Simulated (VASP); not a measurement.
Write the native input for VASP 6.6.1 that does the following.

- Task: single point
- Functional: PBE
- Potentials or basis: VASP PAW PBE potentials, release 64 (Tl_d)
- Cutoff: 520 eV
- k mesh: 12 × 12 × 6
- Occupations: gaussian, width 0.1 eV
- Spin: no spin polarisation
- Dipole correction: no
- Further INCAR settings: ALGO = Normal; EDIFF = 1e-06; NBANDS = 20

The structure of Tl lies in POSCAR:

```
Tl
1.0
    3.6124296590      0.0000000000      0.0000000000
   -1.8062148295      3.1284558541      0.0000000000
    0.0000000000      0.0000000000      5.5652678597
Tl
2
Direct
    0.3333333333      0.6666666667      0.7500000000
    0.6666666667      0.3333333333      0.2500000000
```

These files were run (other wordings do the same):

INCAR

```
SYSTEM = Tl
PREC = Accurate ; ENCUT = 520
EDIFF = 1E-6 ; ISMEAR = 0
SIGMA = 0.1 ; LREAL = .FALSE.
LASPH = .TRUE. ; NELM = 80
ALGO = Normal ; ISIF = 2
LWAVE = .FALSE. ; LCHARG = .FALSE.
GGA = PE ; NBANDS = 20
```

KPOINTS

```
regular mesh
0
G
  12 12 6
  0 0 0
```

Potentials or basis: VASP PAW PBE potentials, release 64 (Tl_d).

Launch:

```console
$ cat potpaw_PBE.64/Tl_d/POTCAR > POTCAR
$ mpirun -np 1 vasp_std > vasp.out
```

Results of the run:

```json
{
  "Pressure": "0.0 GPa",
  "Band gap on the k mesh": "zero (bands 13 and 14 overlap by 5.52 eV)"
}
```

Caveat: spin-orbit coupling is left out, which moves the levels of the heavy elements.

Wall time 46 s on 1 thread of AMD EPYC 7R13 Processor (Zen 3), with other jobs on the host, peak memory 0.19 GiB.
